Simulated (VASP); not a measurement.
# TaN (P6/mmm) in VASP: settings compared

Aim: see how the results for TaN move with the level of theory and the settings. Levels: RPBE+D4, PBEsol+D3(BJ), PBEsol. Tasks: single point.

Everything below comes from runs of VASP 6.6.1. Logs are shortened: lines on timing, memory, paths and dates and some standing lists are left out, and cuts for length are marked.

## 1. The cell of the first run

The structure is hexagonal, space group P6/mmm (No. 191). The conventional cell has a = 5.229 Å, b = 5.229 Å, c = 2.912 Å, α = 90.00°, β = 90.00°, γ = 120.00°. Ta (site symmetry 6/mmm) has 6 N at 2.61 Å and 14 Ta at 2.91 to 3.35 Å within 3.4 Å. Ta (site symmetry -6m2) has 6 N at 2.10 Å and 5 Ta at 2.91 to 3.02 Å within 3.1 Å. N (site symmetry mmm) has 6 Ta at 2.10 to 2.61 Å and 6 N at 2.61 to 2.91 Å within 3.0 Å.

## 2. Single point, RPBE+D4, collinear spin (11.49 Å³/atom)

Input file INCAR:

```
SYSTEM = TaN
PREC = Accurate ; ENCUT = 520
EDIFF = 1E-6 ; ISMEAR = 0
SIGMA = 0.05 ; LREAL = .False.
LASPH = .True. ; NELM = 150
ALGO = Normal ; ISIF = 2
LWAVE = .False. ; LCHARG = .False.
ISPIN = 2 ; MAGMOM = 0.05 -0.05 -0.05 0 0 0
LORBIT = 11 ; LMAXMIX = 4
GGA = RP ; IVDW = 13
NBANDS = 37
```

Input file KPOINTS:

```
Automatic mesh
0
Gamma
  6 6 8
  0 0 0
```

Input file POSCAR:

```
TaN
1.0
    5.2293714911      0.0000000000      0.0000000000
   -2.6146857456      4.5287685571      0.0000000000
    0.0000000000      0.0000000000      2.9119670604
Ta N
3 3
Direct
    0.0000000000      0.0000000000      0.0000000000
    0.3333333333      0.6666666667      0.5000000000
    0.6666666667      0.3333333333      0.5000000000
    0.5000000000      0.0000000000      0.0000000000
    0.5000000000      0.5000000000      0.0000000000
    0.0000000000      0.5000000000      0.0000000000
```

Potentials or basis: VASP PAW PBE potentials, release 64 (Ta_pv, N).

Started as:

```sh
cat potpaw_PBE.64/Ta_pv/POTCAR potpaw_PBE.64/N/POTCAR > POTCAR
mpirun -np 1 vasp_std > vasp.out
```

OUTCAR:

```text
SYSTEM = TaN
   PREC = Accurate
   ENCUT = 520
   EDIFF = 1E-6
   ISMEAR = 0
   LREAL = .False.
   LASPH = .True.
   NELM = 150
   ISIF = 2
   ISPIN = 2
   LORBIT = 11
   GGA = RP
   IVDW = 13

 ion  position               nearest neighbor table
   1  0.000  0.000  0.000-   5 2.61   5 2.61   4 2.61   4 2.61   6 2.61   6 2.61   3 3.35   3 3.35
                             2 3.35   2 3.35   2 3.35   3 3.35   2 3.35   3 3.35   2 3.35   3 3.35
   2  0.333  0.667  0.500-   6 2.10   6 2.10   4 2.10   4 2.10   5 2.10   5 2.10   3 3.02   3 3.02
                             3 3.02   1 3.35   1 3.35   1 3.35   1 3.35   1 3.35   1 3.35
   3  0.667  0.333  0.500-   6 2.10   6 2.10   4 2.10   4 2.10   5 2.10   5 2.10   2 3.02   2 3.02
                             2 3.02   1 3.35   1 3.35   1 3.35   1 3.35   1 3.35   1 3.35
   4  0.500  0.000  0.000-   2 2.10   3 2.10   2 2.10   3 2.10   1 2.61   1 2.61
   5  0.500  0.500  0.000-   2 2.10   3 2.10   2 2.10   3 2.10   1 2.61   1 2.61
   6  0.000  0.500  0.000-   2 2.10   3 2.10   2 2.10   3 2.10   1 2.61   1 2.61

  LATTYP: Found a hexagonal cell.
 ALAT       =     5.2293714911
 C/A-ratio  =     0.5568483833

  Lattice vectors:

 A1 = (   5.2293714911,   0.0000000000,   0.0000000000)
 A2 = (  -2.6146857456,   4.5287685571,   0.0000000000)
 A3 = (   0.0000000000,   0.0000000000,   2.9119670604)

Analysis of symmetry for initial positions (statically):
=====================================================================
 Subroutine PRICEL returns:
 Original cell was already a primitive cell.

 Routine SETGRP: Setting up the symmetry group for a
 hexagonal supercell.

 Subroutine GETGRP returns: Found 24 space group operations
 (whereof 24 operations were pure point group operations)
 out of a pool of 24 trial point group operations.

The static configuration has the point symmetry D_6h.

Analysis of symmetry for dynamics (positions and initial velocities):
=====================================================================
 Subroutine PRICEL returns:
 Original cell was already a primitive cell.

 Routine SETGRP: Setting up the symmetry group for a
 hexagonal supercell.

 Subroutine GETGRP returns: Found 24 space group operations
 (whereof 24 operations were pure point group operations)
 out of a pool of 24 trial point group operations.

The dynamic configuration has the point symmetry D_6h.

Analysis of structural, dynamic, and magnetic symmetry:
=====================================================================
 Subroutine PRICEL returns:
 Original cell was already a primitive cell.

 Routine SETGRP: Setting up the symmetry group for a
 hexagonal supercell.

 Subroutine GETGRP returns: Found 24 space group operations
 (whereof 24 operations were pure point group operations)
 out of a pool of 24 trial point group operations.

The overall configuration has the point symmetry D_6h.

 Subroutine INISYM returns: Found 24 space group operations
 (whereof 24 operations are pure point group operations),
 and found     1 'primitive' translations

----------------------------------------------------------------------------------------

                                     Primitive cell

  volume of cell :      68.9630

  direct lattice vectors                    reciprocal lattice vectors
     5.229371491  0.000000000  0.000000000     0.191227569  0.110405289  0.000000000
    -2.614685746  4.528768557  0.000000000     0.000000000  0.220810577  0.000000000
     0.000000000  0.000000000  2.911967060     0.000000000  0.000000000  0.343410478

  length of vectors
     5.229371491  5.229371491  2.911967060     0.220810577  0.220810577  0.343410478

  position of ions in fractional coordinates (direct lattice)
     0.000000000  0.000000000  0.000000000
     0.333333333  0.666666667  0.500000000
     0.666666667  0.333333333  0.500000000
     0.500000000  0.000000000  0.000000000
     0.500000000  0.500000000  0.000000000
     0.000000000  0.500000000  0.000000000

  ion indices of the primitive-cell ions
   primitive index   ion index
                 1           1
                 2           2
                 3           3
                 4           4
                 5           5
                 6           6

----------------------------------------------------------------------------------------

 KPOINTS: Automatic mesh

Automatic generation of k-mesh.
 Grid dimensions read from file:
 generate k-points for:    6    6    8

 Generating k-lattice:

  Cartesian coordinates                     Fractional coordinates (reciprocal lattice)
     0.031871262  0.018400881  0.000000000     0.166666667  0.000000000  0.000000000
     0.000000000  0.036801763  0.000000000     0.000000000  0.166666667  0.000000000
     0.000000000  0.000000000  0.042926310     0.000000000  0.000000000  0.125000000

  Length of vectors
     0.036801763  0.036801763  0.042926310

  Shift w.r.t. Gamma in fractional coordinates (k-lattice)
     0.000000000  0.000000000  0.000000000

 Subroutine IBZKPT returns following result:
 ===========================================

 Found     35 irreducible k-points:

 Following reciprocal coordinates:
            Coordinates               Weight
  0.000000  0.000000  0.000000      1.000000
  0.166667  0.000000  0.000000      6.000000
  0.333333  0.000000  0.000000      6.000000
  0.500000  0.000000  0.000000      3.000000
  0.166667  0.166667  0.000000      6.000000
  0.333333  0.166667  0.000000     12.000000
[... 16 lines left out ...]
  0.166667  0.000000  0.375000     12.000000
  0.333333  0.000000  0.375000     12.000000
 [... further k-points ...]
   k-points           NKPTS =     35   k-points in BZ     NKDIM =     35   number of bands    NBANDS=     37
   number of dos      NEDOS =    301   number of ions     NIONS =      6
   total plane-waves  NPLWV =  38400
   dimension x,y,z NGX =    40 NGY =   40 NGZ =   24
   dimension x,y,z NGXF=    80 NGYF=   80 NGZF=   48
   ions per type =               3   3
   NGX,Y,Z   is equivalent  to a cutoff of  12.72, 12.72, 13.70 a.u.
   NGXF,Y,Z  is equivalent  to a cutoff of  25.43, 25.43, 27.40 a.u.
 SYSTEM =  TaN
   PREC   = accura    normal or accurate (medium, high low for compatibility)
   ISTART =      0    job   : 0-new  1-cont  2-samecut
   ICHARG =      2    charge: 1-file 2-atom 10-const
   ISPIN  =      2    spin polarized calculation?
   LNONCOLLINEAR =      F non collinear calculations
   LSORBIT =      F    spin-orbit coupling
   LASPH  =      T    aspherical Exc in radial PAW
   ENCUT  =  520.0 eV  38.22 Ry    6.18 a.u.   9.72  9.72  5.41*2*pi/ulx,y,z
   NELM   =    150;   NELMIN=  2; NELMDL= -5     # of ELM steps
   EDIFF  = 0.1E-05   stopping-criterion for ELM
   LREAL  =      F    real-space projection
   EDIFFG = 0.1E-04   stopping-criterion for IOM
   NSW    =      0    number of steps for IOM
   IBRION =     -1    ionic relax: 0-MD 1-quasi-New 2-CG
   NFREE  =      0    steps in history (QN), initial steepest desc. (CG)
   ISIF   =      2    stress and relaxation
   ISYM   =      2    0-nonsym 1-usesym 2-fastsym
   POTIM  = 0.5000    time-step for ionic-motion
   TEBEG  =    0.0;   TEEND  =   0.0 temperature during run
   PSTRESS=    0.0 pullay stress
   NELECT =      48.0000    total number of electrons
   NUPDOWN=      -1.0000    fix difference up-down
   EMIN   =  10.00;   EMAX   =-10.00  energy-range for DOS
   EFERMI =   0.00;   METHOD = LEGACY
   ISMEAR =     0;   SIGMA  =   0.05  broadening in eV -4-tet -1-fermi 0-gaus
   EFERMI_NEDOS =   21; number of points for ismear=-14 and -15
   IALGO  =     38    algorithm
   IMIX   =      4    mixing-type and parameters
     AMIX     =   0.40;   BMIX     =  1.00
     AMIX_MAG =   1.60;   BMIX_MAG =  1.00
  volume/ion in A,a.u.               =      11.49        77.56
  Fermi-wavevector in a.u.,A,eV,Ry     =   1.450830  2.741671 28.639011  2.104908
  Thomas-Fermi vector in A             =   2.568397
   LORBIT       =     11    0 simple, 1 ext, 2 COOP (PROOUT), +10 PAW based schemes
   GGA     = RP    functional components
   LHFCALC =     F    Hartree Fock is set to
   AEXX    =    0.0000 exact exchange contribution
   IVDW    =    13    specifies the selected vdW correction
   LEPSILON=     F    determine dielectric tensor
   LRPA    =     F    only Hartree local field effects (RPA)
 spin polarized calculation
 Gauss-broadening in eV      SIGMA  =   0.05
  energy-cutoff  :      520.00
  volume of cell :       68.96
 maximum number of plane-waves:      1895
 NGX is ok and might be reduce to    40
   NGX = 19   NGY = 19   NGZ = 11

 number of electron      48.0000000 magnetization      -0.0000311

 number of electron      48.0000000 magnetization       0.0000392

 Free energy of the ion-electron system (eV)
  ---------------------------------------------------
  ext. energy  EPLUGINS =         0.00000000
  ---------------------------------------------------
  free energy    TOTEN  =       -61.72104256 eV

  energy without entropy =      -61.71826476  energy(sigma->0) =      -61.71965366

 E-fermi :   8.1698     XC(G=0): -12.8859

 val. band max:        8.1644240252   @ k =   0.0000   0.0000   0.3750
 cond. band min:       8.1804017038   @ k =   0.1667   0.0000   0.2500
 fundamental gap:      0.0159776786
 Fermi energy:         8.1698418155

 spin component 1

 k-point     1 :       0.0000    0.0000    0.0000
  band No.  band energies     occupation
      1     -28.1279      1.00000
      2     -28.1279      1.00000
      3     -27.7587      1.00000
      4     -27.7587      1.00000
      5     -27.5291      1.00000
      6     -27.4271      1.00000
[... 28 lines left out ...]
     35      11.8103      0.00000
     36      16.0123      0.00000

 k-point     2 :       0.1667    0.0000    0.0000
  band No.  band energies     occupation
      1     -28.1456      1.00000
      2     -28.1160      1.00000
      3     -27.7481      1.00000
      4     -27.7348      1.00000
      5     -27.5216      1.00000
      6     -27.4526      1.00000
[... 850 lines left out ...]
 k-point    24 :       0.3333    0.0000    0.3750
  band No.  band energies     occupation
      1     -28.2748      1.00000
      2     -28.1498      1.00000
      3     -28.0202      1.00000
      4     -27.9337      1.00000
      5     -27.6809      1.00000
      6     -27.5870      1.00000
[... 28 lines left out ...]
     35      13.8284      0.00000
     36      14.6982      0.00000

 [... further k-points ...]

 spin component 2

 k-point     1 :       0.0000    0.0000    0.0000
  band No.  band energies     occupation
      1     -28.1275      1.00000
      2     -28.1275      1.00000
      3     -27.7584      1.00000
      4     -27.7584      1.00000
      5     -27.5287      1.00000
      6     -27.4274      1.00000
[... 28 lines left out ...]
     35      11.8104      0.00000
     36      16.0125      0.00000

 k-point     2 :       0.1667    0.0000    0.0000
  band No.  band energies     occupation
      1     -28.1452      1.00000
      2     -28.1156      1.00000
      3     -27.7478      1.00000
      4     -27.7345      1.00000
      5     -27.5212      1.00000
      6     -27.4530      1.00000
[... 850 lines left out ...]
 k-point    24 :       0.3333    0.0000    0.3750
  band No.  band energies     occupation
      1     -28.2744      1.00000
      2     -28.1494      1.00000
      3     -28.0198      1.00000
      4     -27.9333      1.00000
      5     -27.6804      1.00000
      6     -27.5866      1.00000
[... 28 lines left out ...]
     35      13.8285      0.00000
     36      14.6983      0.00000

 [... further k-points ...]

 [bands above 36 left out]

------------------------ aborting loop because EDIFF is reached ----------------------------------------

  DFT-D4 for vdW energy calculation

  Edisp (eV):   -3.51584

  FORCE on cell =-STRESS in cart. coord.  units (eV):
  Direction    XX          YY          ZZ          XY          YZ          ZX
  --------------------------------------------------------------------------------------
  -------------------------------------------------------------------------------------
  Total       0.29788     0.29788     0.37351    -0.00000     0.00000    -0.00000
  in kB       6.92047     6.92047     8.67758    -0.00000     0.00000    -0.00000
  external pressure =        7.51 kB  Pullay stress =        0.00 kB

 VOLUME and BASIS-vectors are now :
 -----------------------------------------------------------------------------
  energy-cutoff  :      520.00
  volume of cell :       68.96
      direct lattice vectors                 reciprocal lattice vectors
     5.229371491  0.000000000  0.000000000     0.191227569  0.110405289  0.000000000
    -2.614685746  4.528768557  0.000000000     0.000000000  0.220810577  0.000000000
     0.000000000  0.000000000  2.911967060     0.000000000  0.000000000  0.343410478

 POSITION                                       TOTAL-FORCE (eV/Angst)
 -----------------------------------------------------------------------------------
      0.00000      0.00000      0.00000         0.000000      0.000000     -0.000000
     -0.00000      3.01918      1.45598         0.000000      0.000000     -0.000000
      2.61469      1.50959      1.45598        -0.000000     -0.000000      0.000000
      2.61469      0.00000      0.00000         0.000000      0.000000     -0.000000
      1.30734      2.26438      0.00000         0.000000      0.000000     -0.000000
     -1.30734      2.26438      0.00000         0.000000      0.000000     -0.000000
 -----------------------------------------------------------------------------------
    total drift:                               -0.000000      0.000000     -0.000000

  FREE ENERGIE OF THE ION-ELECTRON SYSTEM (eV)
  ---------------------------------------------------
  free  energy   TOTEN  =       -65.2368844213 eV

  energy  without entropy=      -65.2341066236  energy(sigma->0) =      -65.23549552

 total charge

# of ion       s       p       d       tot
------------------------------------------
    1        0.270   6.110   2.232   8.613
    2        0.321   6.301   2.386   9.009
    3        0.321   6.301   2.386   9.009
    4        1.257   2.551   0.000   3.808
    5        1.257   2.551   0.000   3.808
    6        1.257   2.551   0.000   3.808
--------------------------------------------------
tot          4.682  26.367   7.005  38.054

 magnetization (x)

# of ion       s       p       d       tot
------------------------------------------
    1       -0.000  -0.000  -0.000  -0.000
    2       -0.000   0.000   0.000   0.000
    3       -0.000   0.000   0.000   0.000
    4        0.000  -0.000   0.000  -0.000
    5        0.000  -0.000   0.000  -0.000
    6        0.000  -0.000   0.000  -0.000
--------------------------------------------------
tot         -0.000  -0.000  -0.000  -0.000
```

Run time: 65 s. Hardware: 1 thread of Intel Xeon 6975P-C (Granite Rapids), shared host; peak memory 0.29 GiB.

Results:

```yaml
Free_energy: -65.2369 eV
Pressure: 0.8 GPa
Band_gap_on_the_k_mesh: zero (filled and empty bands overlap)
Net_moment: 0.00 μB per cell
Valence_electrons_inside_the_program's_atomic_spheres: Ta 8.61, 9.01 (each value once); N 3.81
Dispersion_energy_per_atom: -0.586 eV
```

Levels at points of the mesh, in eV from the Fermi level:
Spin up:
```tsv
k point	band 21	band 22	band 23	band 24	band 25	band 26	band 27	band 28
(0.00, 0.00, 0.00)	-3.09	-2.54	-2.12	-1.24	-1.24	0.84	0.84	1.14
(0.50, 0.00, 0.00)	-3.42	-2.99	-1.73	-0.74	1.27	1.79	1.82	2.23
(0.00, 0.00, 0.50)	-3.15	-3.15	-1.96	0.85	0.85	1.47	1.72	2.41
(0.50, 0.00, 0.50)	-3.39	-3.09	-2.14	-1.25	1.00	1.33	3.02	3.31
```
Spin down:
```csv
k point,band 21,band 22,band 23,band 24,band 25,band 26,band 27,band 28
"(0.00, 0.00, 0.00)",-3.09,-2.54,-2.12,-1.24,-1.24,0.84,0.84,1.14
"(0.50, 0.00, 0.00)",-3.42,-2.99,-1.73,-0.74,1.27,1.79,1.82,2.23
"(0.00, 0.00, 0.50)",-3.15,-3.15,-1.96,0.85,0.85,1.47,1.72,2.41
"(0.50, 0.00, 0.50)",-3.39,-3.09,-2.14,-1.25,1.00,1.33,3.02,3.31
```

Caveat: the PAW data sets were made with another functional, which shifts forces and pressure a little; spin-orbit coupling is left out, which moves the levels of the heavy elements.

[end of part 1 of 2]
